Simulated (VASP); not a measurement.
# Mg in VASP: single point with PBEsol

Aim: the single point of Mg with PBEsol.

Program: VASP 6.6.1. These are calculated values, not measurements. Logs are shortened: lines on timing, memory, paths and dates and some standing lists are left out, and cuts for length are marked.

### Step 1. The cell of the first run

The typed cell holds 1 atom: a = 3.169 Å, b = 3.169 Å, c = 3.169 Å, α = 120.00°, β = 120.00°, γ = 90.01°.

This isn't the form of Mg at room conditions, which is hcp.

### Step 2. Single point, PBEsol

The input, INCAR:

```
SYSTEM = Mg
  PREC = Accurate
  ENCUT = 520
  EDIFF = 1E-7
  ISMEAR = 0
  SIGMA = 0.15
  LREAL = .FALSE.
  LASPH = .TRUE.
  NELM = 100
  ALGO = Fast
  ISIF = 2
  LWAVE = .FALSE.
  LCHARG = .TRUE.
  GGA = PS
  LELF = .TRUE.
  LVHAR = .TRUE.
  NBANDS = 7
```

The input, KPOINTS:

```
regular mesh
0
G
  26 26 26
  0 0 0
```

The input, POSCAR:

```
Mg
1.0
   -1.5844103282      1.5844103282      2.2403562040
    1.5844103282     -1.5844103282      2.2403562040
    1.5844103282      1.5844103282     -2.2403562040
Mg
1
Direct
    0.0000000000      0.0000000000      0.0000000000
```

Potentials or basis: VASP PAW PBE potentials, release 64 (Mg).

Launch:

```bash
$ cat potpaw_PBE.64/Mg/POTCAR > POTCAR
$ mpirun -np 1 vasp_std > vasp.out
```

OUTCAR:

```text
SYSTEM = Mg
   PREC = Accurate
   ENCUT = 520
   EDIFF = 1E-7
   ISMEAR = 0
   LREAL = .FALSE.
   LASPH = .TRUE.
   NELM = 100
   ISIF = 2
   GGA = PS

 ion  position               nearest neighbor table
   1  0.000  0.000  0.000-

  LATTYP: Found a body centered tetragonal cell.
 ALAT       =     3.1688206564
 C/A-ratio  =     1.4140000000

  Lattice vectors:

 A1 = (  -1.5844103282,   1.5844103282,   2.2403562040)
 A2 = (   1.5844103282,  -1.5844103282,   2.2403562040)
 A3 = (   1.5844103282,   1.5844103282,  -2.2403562040)

Analysis of symmetry for initial positions (statically):
=====================================================================
 Subroutine PRICEL returns:
 Original cell was already a primitive cell.

 Routine SETGRP: Setting up the symmetry group for a
 body centered tetragonal supercell.

 Subroutine GETGRP returns: Found 16 space group operations
 (whereof 16 operations were pure point group operations)
 out of a pool of 16 trial point group operations.

The static configuration has the point symmetry D_4h.

Analysis of symmetry for dynamics (positions and initial velocities):
=====================================================================
 Subroutine PRICEL returns:
 Original cell was already a primitive cell.

 Routine SETGRP: Setting up the symmetry group for a
 body centered tetragonal supercell.

 Subroutine GETGRP returns: Found 16 space group operations
 (whereof 16 operations were pure point group operations)
 out of a pool of 16 trial point group operations.

The dynamic configuration has the point symmetry D_4h.

 Subroutine INISYM returns: Found 16 space group operations
 (whereof 16 operations are pure point group operations),
 and found     1 'primitive' translations

----------------------------------------------------------------------------------------

                                     Primitive cell

  volume of cell :      22.4964

  direct lattice vectors                    reciprocal lattice vectors
    -1.584410328  1.584410328  2.240356204     0.000000000  0.315574817  0.223178796
     1.584410328 -1.584410328  2.240356204     0.315574817  0.000000000  0.223178796
     1.584410328  1.584410328 -2.240356204     0.315574817  0.315574817  0.000000000

  length of vectors
     3.168581401  3.168581401  3.168581401     0.386518098  0.386518098  0.446290187

  position of ions in fractional coordinates (direct lattice)
     0.000000000  0.000000000  0.000000000

  ion indices of the primitive-cell ions
   primitive index   ion index
                 1           1

----------------------------------------------------------------------------------------

 KPOINTS: regular mesh

Automatic generation of k-mesh.
 Grid dimensions read from file:
 generate k-points for:   26   26   26

 Generating k-lattice:

  Cartesian coordinates                     Fractional coordinates (reciprocal lattice)
     0.000000000  0.012137493  0.008583800     0.038461538  0.000000000  0.000000000
     0.012137493  0.000000000  0.008583800     0.000000000  0.038461538  0.000000000
     0.012137493  0.012137493  0.000000000     0.000000000  0.000000000  0.038461538

  Length of vectors
     0.014866081  0.014866081  0.017165007

  Shift w.r.t. Gamma in fractional coordinates (k-lattice)
     0.000000000  0.000000000  0.000000000

 Subroutine IBZKPT returns following result:
 ===========================================

 Found   1330 irreducible k-points:

 Following reciprocal coordinates:
            Coordinates               Weight
  0.000000  0.000000  0.000000      1.000000
  0.038462  0.000000  0.000000      8.000000
  0.076923  0.000000  0.000000      8.000000
  0.115385  0.000000  0.000000      8.000000
  0.153846  0.000000  0.000000      8.000000
  0.192308 -0.000000  0.000000      8.000000
[... 16 lines left out ...]
  0.346154  0.038462  0.000000     16.000000
  0.384615  0.038462  0.000000     16.000000
 [... further k-points ...]
   k-points           NKPTS =   1330   k-points in BZ     NKDIM =   1330   number of bands    NBANDS=      7
   number of dos      NEDOS =    301   number of ions     NIONS =      1
   total plane-waves  NPLWV =  13824
   dimension x,y,z NGX =    24 NGY =   24 NGZ =   24
   dimension x,y,z NGXF=    48 NGYF=   48 NGZF=   48
   ions per type =               1
   NGX,Y,Z   is equivalent  to a cutoff of  12.59, 12.59, 12.59 a.u.
   NGXF,Y,Z  is equivalent  to a cutoff of  25.18, 25.18, 25.18 a.u.
 SYSTEM =  Mg
   PREC   = accura    normal or accurate (medium, high low for compatibility)
   ISTART =      0    job   : 0-new  1-cont  2-samecut
   ICHARG =      2    charge: 1-file 2-atom 10-const
   ISPIN  =      1    spin polarized calculation?
   LNONCOLLINEAR =      F non collinear calculations
   LSORBIT =      F    spin-orbit coupling
   LASPH  =      T    aspherical Exc in radial PAW
   ENCUT  =  520.0 eV  38.22 Ry    6.18 a.u.   5.89  5.89  5.89*2*pi/ulx,y,z
   NELM   =    100;   NELMIN=  2; NELMDL= -5     # of ELM steps
   EDIFF  = 0.1E-06   stopping-criterion for ELM
   LREAL  =      F    real-space projection
   EDIFFG = 0.1E-05   stopping-criterion for IOM
   NSW    =      0    number of steps for IOM
   IBRION =     -1    ionic relax: 0-MD 1-quasi-New 2-CG
   NFREE  =      0    steps in history (QN), initial steepest desc. (CG)
   ISIF   =      2    stress and relaxation
   ISYM   =      2    0-nonsym 1-usesym 2-fastsym
   POTIM  = 0.5000    time-step for ionic-motion
   TEBEG  =    0.0;   TEEND  =   0.0 temperature during run
   PSTRESS=    0.0 pullay stress
   NELECT =       2.0000    total number of electrons
   NUPDOWN=      -1.0000    fix difference up-down
   EMIN   =  10.00;   EMAX   =-10.00  energy-range for DOS
   EFERMI =   0.00;   METHOD = LEGACY
   ISMEAR =     0;   SIGMA  =   0.15  broadening in eV -4-tet -1-fermi 0-gaus
   EFERMI_NEDOS =   21; number of points for ismear=-14 and -15
   IALGO  =     68    algorithm
   IMIX   =      4    mixing-type and parameters
     AMIX     =   0.40;   BMIX     =  1.00
     AMIX_MAG =   1.60;   BMIX_MAG =  1.00
  volume/ion in A,a.u.               =      22.50       151.81
  Fermi-wavevector in a.u.,A,eV,Ry     =   0.730658  1.380743  7.263618  0.533861
  Thomas-Fermi vector in A             =   1.822682
   LORBIT       =      0    0 simple, 1 ext, 2 COOP (PROOUT), +10 PAW based schemes
   GGA     = PS    functional components
   LHFCALC =     F    Hartree Fock is set to
   AEXX    =    0.0000 exact exchange contribution
   IVDW    =     0    specifies the selected vdW correction
   LEPSILON=     F    determine dielectric tensor
   LRPA    =     F    only Hartree local field effects (RPA)
 non-spin polarized calculation
 RMM-DIIS sequential band-by-band and
 Gauss-broadening in eV      SIGMA  =   0.15
  energy-cutoff  :      520.00
  volume of cell :       22.50
 maximum number of plane-waves:       620
   NGX = 11   NGY = 11   NGZ = 11

 number of electron       2.0000000 magnetization

 Free energy of the ion-electron system (eV)
  ---------------------------------------------------
  ext. energy  EPLUGINS =         0.00000000
  ---------------------------------------------------
  free energy    TOTEN  =        -1.71242460 eV

  energy without entropy =       -1.70698289  energy(sigma->0) =       -1.70970375

 E-fermi :   2.6642     XC(G=0):  -8.5982

 val. band max:        2.6596041999   @ k =  -0.4615   0.4615   0.4231
 cond. band min:       2.6738619083   @ k =   0.4231   0.0385  -0.0000
 fundamental gap:      0.0142577085
 Fermi energy:         2.6641625918

 k-point     1 :       0.0000    0.0000    0.0000
  band No.  band energies     occupation
      1      -4.3200      2.00000
      2      15.1562      0.00000
      3      15.1562      0.00000
      4      15.1573      0.00000
      5      17.1992      0.00000
      6      17.1995      0.00000
      7      17.1996      0.00000

 k-point     2 :       0.0385    0.0000    0.0000
  band No.  band energies     occupation
      1      -4.2866      2.00000
      2      14.4905      0.00000
      3      15.0730      0.00000
      4      15.0738      0.00000
      5      17.2660      0.00000
      6      17.3386      0.00000
      7      17.3388      0.00000

 k-point     3 :       0.0769    0.0000    0.0000
  band No.  band energies     occupation
      1      -4.1866      2.00000
      2      13.2931      0.00000
      3      14.8747      0.00000
      4      14.8756      0.00000
      5      17.1567      0.00000
      6      17.7048      0.00000
      7      17.7052      0.00000

 k-point     4 :       0.1154    0.0000    0.0000
  band No.  band energies     occupation
      1      -4.0202      2.00000
      2      12.0146      0.00000
      3      14.6400      0.00000
      4      14.6410      0.00000
      5      16.9819      0.00000
      6      18.2187      0.00000
      7      18.2193      0.00000

 k-point     5 :       0.1538    0.0000    0.0000
  band No.  band energies     occupation
      1      -3.7877      2.00000
      2      10.7384      0.00000
      3      14.4145      0.00000
      4      14.4158      0.00000
      5      16.7880      0.00000
      6      18.8222      0.00000
      7      18.8238      0.00000
[... 161 lines left out ...]
 k-point    22 :       0.3077    0.0385    0.0000
  band No.  band energies     occupation
      1      -2.0027      2.00000
      2       5.6570      0.00000
      3      12.9578      0.00000
      4      14.4966      0.00000
      5      15.7546      0.00000
      6      16.4152      0.00000
      7      16.8119      0.00000

 k-point    23 :       0.3462    0.0385    0.0000
  band No.  band energies     occupation
      1      -1.4298      2.00000
      2       4.6074      0.00000
      3      12.9601      0.00000
      4      14.4248      0.00000
      5      15.3740      0.00000
      6      16.0827      0.00000
      7      16.6759      0.00000

 k-point    24 :       0.3846    0.0385    0.0000
  band No.  band energies     occupation
      1      -0.7969      2.00000
      2       3.6117      0.00000
      3      13.0137      0.00000
      4      14.3038      0.00000
      5      15.1501      0.00000
      6      15.7065      0.00000
      7      16.6822      0.00000

 [... further k-points ...]

------------------------ aborting loop because EDIFF is reached ----------------------------------------

  FORCE on cell =-STRESS in cart. coord.  units (eV):
  Direction    XX          YY          ZZ          XY          YZ          ZX
  --------------------------------------------------------------------------------------
  -------------------------------------------------------------------------------------
  Total        0.0386067      0.0386067      0.0388100      0.0000000      0.0000000      0.0000000
  in kB        2.7495467      2.7495467      2.7640231      0.0000000      0.0000000      0.0000000
  external PRESSURE =       2.7543722 kB  Pullay stress =       0.0000000 kB

 VOLUME and BASIS-vectors are now :
 -----------------------------------------------------------------------------
  energy-cutoff  :      520.00
  volume of cell :       22.50
      direct lattice vectors                 reciprocal lattice vectors
    -1.584410328  1.584410328  2.240356204     0.000000000  0.315574817  0.223178796
     1.584410328 -1.584410328  2.240356204     0.315574817  0.000000000  0.223178796
     1.584410328  1.584410328 -2.240356204     0.315574817  0.315574817  0.000000000

 POSITION                                       TOTAL-FORCE (eV/Angst)
 -----------------------------------------------------------------------------------
      0.00000      0.00000      0.00000        -0.000000     -0.000000      0.000000
 -----------------------------------------------------------------------------------
    total drift:                                0.000000      0.000000      0.000000

  FREE ENERGIE OF THE ION-ELECTRON SYSTEM (eV)
  ---------------------------------------------------
  free  energy   TOTEN  =        -1.7124246018 eV

  energy  without entropy=       -1.7069828944  energy(sigma->0) =       -1.70970375
```

Wall time 80 s (1 thread of AMD EPYC 9R45 (Zen 5), shared host); peak memory 0.3 GiB.

What came out:

* Free energy: -1.7124 eV
* Pressure: 0.3 GPa
* Band gap on the k mesh: zero (bands 1 and 2 overlap by 2.49 eV)

Caveat: the PAW data sets were made with another functional, which shifts forces and pressure a little.
